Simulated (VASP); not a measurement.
# Ga in VASP: a series of runs, part 2 of 2

VASP 6.6.1. The steps go on from the part before.

## Step 3: Electric field gradients, PBE (atom 2 (Ga) moved by [0.069282, 0.069282, 0.069282] A)

INCAR reads:

```
SYSTEM = Ga
ALGO = Normal
EDIFF = 1E-8
ENCUT = 520
GGA = PE
ISIF = 2
ISMEAR = -1
LASPH = .TRUE.
LCHARG = .FALSE.
LEFG = .TRUE.
LREAL = .FALSE.
LWAVE = .FALSE.
NBANDS = 20
NELM = 80
PREC = Accurate
SIGMA = 0.05
```

KPOINTS reads:

```
k-points
0
G
  14 14 11
  0 0 0
```

POSCAR reads:

```
Ga
1.0
    1.3830000000     -4.0265000000      0.0000000000
    1.3830000000      4.0265000000      0.0000000000
   -0.1174500000      0.0000000000      3.3299300000
Ga
2
Direct
    0.8690000000      0.1310000000      0.2500000000
    0.1483279274      0.9035344343      0.7708058428
```

Potentials or basis: VASP PAW PBE potentials, release 64 (Ga_d).

Launch:

```sh
> cat potpaw_PBE.64/Ga_d/POTCAR > POTCAR
> mpirun -np 1 vasp_std > vasp.out
```

OUTCAR:

```text
SYSTEM = Ga
   EDIFF = 1E-8
   ENCUT = 520
   GGA = PE
   ISIF = 2
   ISMEAR = -1
   LASPH = .TRUE.
   LREAL = .FALSE.
   NELM = 80
   PREC = Accurate

 ion  position               nearest neighbor table
   1  0.869  0.131  0.250-   2 2.59   2 2.68   2 2.84
   2  0.148  0.904  0.771-   1 2.59   1 2.68   1 2.84

  LATTYP: Found a base centered monoclinic cell.
 ALAT       =     2.7660000000
 B/A-ratio  =     2.9114244396
 C/A-ratio  =     1.2046278548
 COS(beta)  =    -0.0352490928

  Lattice vectors:

 A1 = (   1.3830000000,  -4.0265000000,   0.0000000000)
 A2 = (   1.3830000000,   4.0265000000,   0.0000000000)
 A3 = (  -0.1174500000,   0.0000000000,   3.3299300000)

Analysis of symmetry for initial positions (statically):
=====================================================================
 Subroutine PRICEL returns:
 Original cell was already a primitive cell.

 Routine SETGRP: Setting up the symmetry group for a
 base centered monoclinic supercell.

 Subroutine GETGRP returns: Found  2 space group operations
 (whereof  1 operations were pure point group operations)
 out of a pool of  4 trial point group operations.

The static configuration has the point symmetry C_1 .
 The point group associated with its full space group is S_2 .

Analysis of symmetry for dynamics (positions and initial velocities):
=====================================================================
 Subroutine PRICEL returns:
 Original cell was already a primitive cell.

 Routine SETGRP: Setting up the symmetry group for a
 base centered monoclinic supercell.

 Subroutine GETGRP returns: Found  2 space group operations
 (whereof  1 operations were pure point group operations)
 out of a pool of  4 trial point group operations.

The dynamic configuration has the point symmetry C_1 .
 The point group associated with its full space group is S_2 .

 Subroutine INISYM returns: Found  2 space group operations
 (whereof  1 operations are pure point group operations),
 and found     1 'primitive' translations

----------------------------------------------------------------------------------------

                                     Primitive cell

  volume of cell :      37.0864

  direct lattice vectors                    reciprocal lattice vectors
     1.383000000 -4.026500000  0.000000000     0.361532899 -0.124177325  0.012751631
     1.383000000  4.026500000  0.000000000     0.361532899  0.124177325  0.012751631
    -0.117450000  0.000000000  3.329930000     0.000000000  0.000000000  0.300306613

  length of vectors
     4.257392541  4.257392541  3.332000646     0.382476992  0.382476992  0.300306613

  position of ions in fractional coordinates (direct lattice)
     0.869000000  0.131000000  0.250000000
     0.148327927  0.903534434  0.770805843

  ion indices of the primitive-cell ions
   primitive index   ion index
                 1           1
                 2           2

[... 70 lines left out ...]
   NELM   =     80;   NELMIN=  2; NELMDL= -5     # of ELM steps
   EDIFF  = 0.1E-07   stopping-criterion for ELM
   LREAL  =      F    real-space projection
   EDIFFG = 0.1E-06   stopping-criterion for IOM
   NSW    =      0    number of steps for IOM
   IBRION =     -1    ionic relax: 0-MD 1-quasi-New 2-CG
   NFREE  =      0    steps in history (QN), initial steepest desc. (CG)
   ISIF   =      2    stress and relaxation
   ISYM   =      2    0-nonsym 1-usesym 2-fastsym
   POTIM  = 0.5000    time-step for ionic-motion
   TEBEG  =    0.0;   TEEND  =   0.0 temperature during run
   PSTRESS=    0.0 pullay stress
   NELECT =      26.0000    total number of electrons
   NUPDOWN=      -1.0000    fix difference up-down
   EMIN   =  10.00;   EMAX   =-10.00  energy-range for DOS
   EFERMI =   0.00;   METHOD = LEGACY
   ISMEAR =    -1;   SIGMA  =   0.05  broadening in eV -4-tet -1-fermi 0-gaus
   EFERMI_NEDOS =   21; number of points for ismear=-14 and -15
   IALGO  =     38    algorithm
   IMIX   =      4    mixing-type and parameters
     AMIX     =   0.40;   BMIX     =  1.00
     AMIX_MAG =   1.60;   BMIX_MAG =  1.00
  volume/ion in A,a.u.               =      18.54       125.14
  Fermi-wavevector in a.u.,A,eV,Ry     =   1.454323  2.748272 28.777086  2.115056
  Thomas-Fermi vector in A             =   2.571487
   LORBIT       =      0    0 simple, 1 ext, 2 COOP (PROOUT), +10 PAW based schemes
   GGA     = PE    functional components
   LHFCALC =     F    Hartree Fock is set to
   AEXX    =    0.0000 exact exchange contribution
   IVDW    =     0    specifies the selected vdW correction
   LEPSILON=     F    determine dielectric tensor
   LRPA    =     F    only Hartree local field effects (RPA)
 non-spin polarized calculation
  energy-cutoff  :      520.00
  volume of cell :       37.09
 maximum number of plane-waves:      1015
   NGX = 15   NGY = 15   NGZ = 13

 number of electron      26.0000004 magnetization

 Free energy of the ion-electron system (eV)
  ---------------------------------------------------
  ext. energy  EPLUGINS =         0.00000000
  ---------------------------------------------------
  free energy    TOTEN  =        -5.74389451 eV

  energy without entropy =       -5.73839782  energy(sigma->0) =       -5.74114617

 E-fermi :   5.6567     XC(G=0): -11.0576

 val. band max:        5.6541024019   @ k =   0.2143   0.2143   0.4545
 cond. band min:       5.6574719978   @ k =  -0.0000   0.5000  -0.0909
 fundamental gap:      0.0033695960
 Fermi energy:         5.6566577862

 k-point     1 :       0.0000    0.0000    0.0000
  band No.  band energies     occupation
      1      -9.5372      2.00000
      2      -9.5037      2.00000
      3      -9.4832      2.00000
      4      -9.4359      2.00000
      5      -9.1647      2.00000
      6      -9.1629      2.00000
[... 541 lines left out ...]
     19      16.8052      0.00000
     20      18.1176      0.00000

 [... further k-points ...]
[... 5 lines left out ...]
  --------------------------------------------------------------------------------------
  -------------------------------------------------------------------------------------
  Total        0.3074842      0.7177779      0.5289612     -0.0558597      0.1436257     -0.0100794
  in kB       13.2836781     31.0088522     22.8517460     -2.4132050      6.2047977     -0.4354425
  external PRESSURE =      22.3814254 kB  Pullay stress =       0.0000000 kB

 VOLUME and BASIS-vectors are now :
 -----------------------------------------------------------------------------
  energy-cutoff  :      520.00
  volume of cell :       37.09
      direct lattice vectors                 reciprocal lattice vectors
     1.383000000 -4.026500000  0.000000000     0.361532899 -0.124177325  0.012751631
     1.383000000  4.026500000  0.000000000     0.361532899  0.124177325  0.012751631
    -0.117450000  0.000000000  3.329930000     0.000000000  0.000000000  0.300306613

 POSITION                                       TOTAL-FORCE (eV/Angst)
 -----------------------------------------------------------------------------------
      1.35364     -2.97156      0.83248        -0.005157      0.517820      0.149725
      1.36419      3.04084      2.56673         0.005157     -0.517820     -0.149725
 -----------------------------------------------------------------------------------
    total drift:                               -0.000011      0.000010     -0.000047

  FREE ENERGIE OF THE ION-ELECTRON SYSTEM (eV)
  ---------------------------------------------------
  free  energy   TOTEN  =        -5.7438945127 eV

  energy  without entropy=       -5.7383978222  energy(sigma->0) =       -5.74114617

 Electric field gradients (V/A^2)
---------------------------------------------------------------------
 ion       V_xx      V_yy      V_zz      V_xy      V_xz      V_yz
---------------------------------------------------------------------
   1      -4.284   -19.546    23.830     7.876    -1.799    -0.504
   2      -4.280   -19.547    23.827     7.877    -1.798    -0.504
---------------------------------------------------------------------

 Electric field gradients after diagonalization (V/A^2)
 (convention: |V_zz| > |V_xx| > |V_yy|)
----------------------------------------------------------------------
 ion       V_xx      V_yy      V_zz     asymmetry (V_yy - V_xx)/ V_zz
----------------------------------------------------------------------
   1     -22.883    -1.086    23.969       0.909
   2     -22.884    -1.083    23.966       0.910
----------------------------------------------------------------------

           NMR quadrupolar parameters

 Cq : quadrupolar parameter    Cq=e*Q*V_zz/h
 eta: asymmetry parameters     (V_yy - V_xx)/ V_zz
 Q  : nuclear electric quadrupole moment in mb (millibarn)
----------------------------------------------------------------------
 ion       Cq(MHz)       eta       Q (mb)
----------------------------------------------------------------------
   1       0.058       0.909       1.000
   2       0.058       0.910       1.000
----------------------------------------------------------------------
```

OSZICAR:

```text
N       E                     dE             d eps       ncg     rms          rms(c)
DAV:   1     0.131848237222E+03    0.13185E+03   -0.13198E+04 45284   0.247E+03
DAV:   2     0.565248536002E+01   -0.12620E+03   -0.12306E+03 44468   0.387E+02
DAV:   3    -0.562730733543E+01   -0.11280E+02   -0.11223E+02 48644   0.947E+01
DAV:   4    -0.579551079797E+01   -0.16820E+00   -0.16811E+00 49336   0.127E+01
DAV:   5    -0.579835841866E+01   -0.28476E-02   -0.28475E-02 49764   0.163E+00    0.144E+00
DAV:   6    -0.575307353690E+01    0.45285E-01   -0.91723E-02 58972   0.495E+00    0.739E-01
DAV:   7    -0.574477333074E+01    0.83002E-02   -0.19486E-02 61332   0.185E+00    0.204E-01
DAV:   8    -0.574388275229E+01    0.89058E-03   -0.25486E-03 47348   0.673E-01    0.223E-02
DAV:   9    -0.574389269831E+01   -0.99460E-05   -0.15094E-04 49216   0.119E-01    0.889E-03
DAV:  10    -0.574389469026E+01   -0.19919E-05   -0.14354E-05 48176   0.431E-02    0.324E-03
DAV:  11    -0.574389459643E+01    0.93831E-07   -0.22368E-06 52236   0.196E-02    0.689E-04
DAV:  12    -0.574389456478E+01    0.31644E-07   -0.19761E-07 51308   0.533E-03    0.160E-04
DAV:  13    -0.574389452616E+01    0.38624E-07   -0.22480E-08 39184   0.216E-03    0.778E-05
DAV:  14    -0.574389451198E+01    0.14177E-07   -0.21440E-09 25176   0.559E-04    0.259E-05
DAV:  15    -0.574389451269E+01   -0.70213E-09   -0.66396E-10 23888   0.343E-04
   1 F= -.57438945E+01 E0= -.57411462E+01  d E =-.549669E-02
```

stdout:

```text
POSCAR found type information on POSCAR Ga
 POSCAR found :  1 types and       2 ions
 scaLAPACK will be used
 LDA part: xc-table for (Slater+PW92), standard interpolation
 POSCAR, INCAR and KPOINTS ok, starting setup
 FFT: planning ... GRIDC
 FFT: planning ... GRID_SOFT
 FFT: planning ... GRID
 WAVECAR not read
 entering main loop
ion   1
     0.0000481    -0.0218058     0.0003348    -0.0326077     0.0035488    -0.0295656
     0.0000628    -0.0218058     0.0003348    -0.0326077     0.0035488    -0.0295657
     0.0000820    -0.0218058     0.0003348    -0.0326077     0.0035488    -0.0295657
     0.0001070    -0.0218059     0.0003348    -0.0326077     0.0035488    -0.0295657

     0.0000481    -7.3215791     0.5290907   -19.1531744     1.6642690    -7.1447246
     0.0000628    -7.3214554     0.5290784   -19.1528453     1.6642397    -7.1446029
     0.0000820    -7.3212683     0.5290596   -19.1523474     1.6641952    -7.1444189
     0.0001070    -7.3209869     0.5290312   -19.1515984     1.6641284    -7.1441422

ion   2
     0.0000481    -0.0218058     0.0003348    -0.0326077     0.0035488    -0.0295656
     0.0000628    -0.0218058     0.0003348    -0.0326077     0.0035488    -0.0295657
     0.0000820    -0.0218058     0.0003348    -0.0326077     0.0035488    -0.0295657
     0.0001070    -0.0218059     0.0003348    -0.0326077     0.0035488    -0.0295657

     0.0000481    -7.3215791     0.5290907   -19.1531744     1.6642690    -7.1447246
     0.0000628    -7.3214554     0.5290784   -19.1528453     1.6642397    -7.1446029
     0.0000820    -7.3212683     0.5290596   -19.1523474     1.6641952    -7.1444189
     0.0001070    -7.3209869     0.5290312   -19.1515984     1.6641284    -7.1441422
```

It took 12 min on 1 thread of Oxide Virtual Turin-like, shared host; peak memory 0.65 GiB.

What came out:

- Free energy: -5.7439 eV
- Pressure: 2.2 GPa
- Largest force: 0.539 eV/Å
- Band gap on the k mesh: zero (bands 13 and 14 overlap by 8.35 eV)
- Largest electric field gradient by atom: Ga +24.0 V/Å²

Forces on the atoms (eV/Å):
```
Ga  -0.005  0.518  0.150
Ga   0.005 -0.518 -0.150
```

Levels at points of the mesh, in eV from the Fermi level:
```csv
k point,band 10,band 11,band 12,band 13,band 14,band 15,band 16,band 17
"(0.00, 0.00, 0.00)",-14.63,-11.23,-2.12,-1.63,1.65,5.43,9.92,10.10
"(0.50, 0.00, 0.00)",-14.66,-6.09,-5.02,-1.21,-0.13,5.70,6.67,8.57
"(0.00, 0.50, 0.00)",-14.65,-6.16,-4.86,-1.34,-0.07,5.68,6.30,8.60
"(0.50, 0.50, 0.00)",-14.70,-8.90,-8.82,4.23,4.30,5.86,6.05,7.58
```

Electric field gradients, principal values (V/Å²):
```csv
atom,least,middle,greatest (by size)
1 Ga,-1.086,-22.883,23.969
2 Ga,-1.083,-22.884,23.966
```

Caveat: the cell differs from its parent crystal (atom 2 (Ga) moved by [0.069282, 0.069282, 0.069282] A); without QUAD_EFG the Cq values of the log hold for a quadrupole moment of 1 mb, not for the nuclei.
